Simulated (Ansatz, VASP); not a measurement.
One calculation of SiNi, two programs

POSCAR

```
SiNi
1.0
    4.4648149381      0.0000000000      0.0000000000
    0.0000000000      4.4648149381      0.0000000000
    0.0000000000      0.0000000000      4.4648149381
Si Ni
4 4
Direct
    0.8469210539      0.8469210539      0.8469210539
    0.6530789461      0.1530789461      0.3469210539
    0.3469210539      0.6530789461      0.1530789461
    0.1530789461      0.3469210539      0.6530789461
    0.1487251961      0.1487251961      0.1487251961
    0.3512748039      0.8512748039      0.6487251961
    0.6487251961      0.3512748039      0.8512748039
    0.8512748039      0.6487251961      0.3512748039
```

Contents of INCAR.step1:

```
PREC = Accurate
ENCUT = 520
ISMEAR = 0
SIGMA = 0.15
LREAL = F
LASPH = T
NELM = 100
NBANDS = 38
GGA = PE
ALGO = Normal
EDIFF = 1E-4
LWAVE = T
LCHARG = F
```

The input INCAR.step2:

```
PREC = Accurate
ENCUT = 520
EDIFF = 1E-6
ISMEAR = 0
SIGMA = 0.15
LREAL = F
LASPH = T
NELM = 100
ALGO = Normal
ISIF = 2
LWAVE = F
LCHARG = F
METAGGA = R2SCAN
LMIXTAU = T
NBANDS = 38
ISTART = 1
```

Contents of KPOINTS:

```
Automatic mesh
0
Gamma
  10 10 10
```

Input for Ansatz:

```yaml
crystal:
  lattice:
    - [4.4648149381, 0.0, 0.0]
    - [0.0, 4.4648149381, 0.0]
    - [0.0, 0.0, 4.4648149381]
  atoms:
    - { symbol: Si, position: [0.8469210539, 0.8469210539, 0.8469210539] }
    - { symbol: Si, position: [0.6530789461, 0.1530789461, 0.3469210539] }
    - { symbol: Si, position: [0.3469210539, 0.6530789461, 0.1530789461] }
    - { symbol: Si, position: [0.1530789461, 0.3469210539, 0.6530789461] }
    - { symbol: Ni, position: [0.1487251961, 0.1487251961, 0.1487251961] }
    - { symbol: Ni, position: [0.3512748039, 0.8512748039, 0.6487251961] }
    - { symbol: Ni, position: [0.6487251961, 0.3512748039, 0.8512748039] }
    - { symbol: Ni, position: [0.8512748039, 0.6487251961, 0.3512748039] }
basis:
  ecutwfc: 500
kpoints:
  mp_grid: { grid: [10, 10, 10] }
hamiltonian:
  xc: r2scan
scf:
  occupations: { method: gaussian, width: 0.15 }
output:
  forces: true
  stress: true
  eigenvalues: true
  write_density: true
  write_potential: true
  elf: true
  volumetric_format: npy
```

Alike in both runs: task single point; functional r2SCAN; k mesh 10 × 10 × 10; occupations gaussian, width 0.15 eV; no spin polarisation.

```csv
,VASP,Ansatz
version,VASP 6.6.1,Ansatz 0.2.0
potentials or method,"VASP PAW PBE potentials, release 64 (Si, Ni), cutoff 520 eV","scalar-relativistic, plane waves, PAW"
valence electrons in the cell,56,88
```

|  | VASP | Ansatz | Ansatz less VASP |
| --- | --- | --- | --- |
| gap on the k mesh at the Fermi level (eV) | none | none | - |
| pressure (GPa) | 0.1 | 0.0 | -0.12 |

VASP's potentials were made for PBE, not for r2SCAN. A gap of «none» marks a metal or a gap that the smearing closes. VASP's potentials hold 56 valence electrons a cell and Ansatz's 88, so a difference there can come from the potentials and not from the codes.
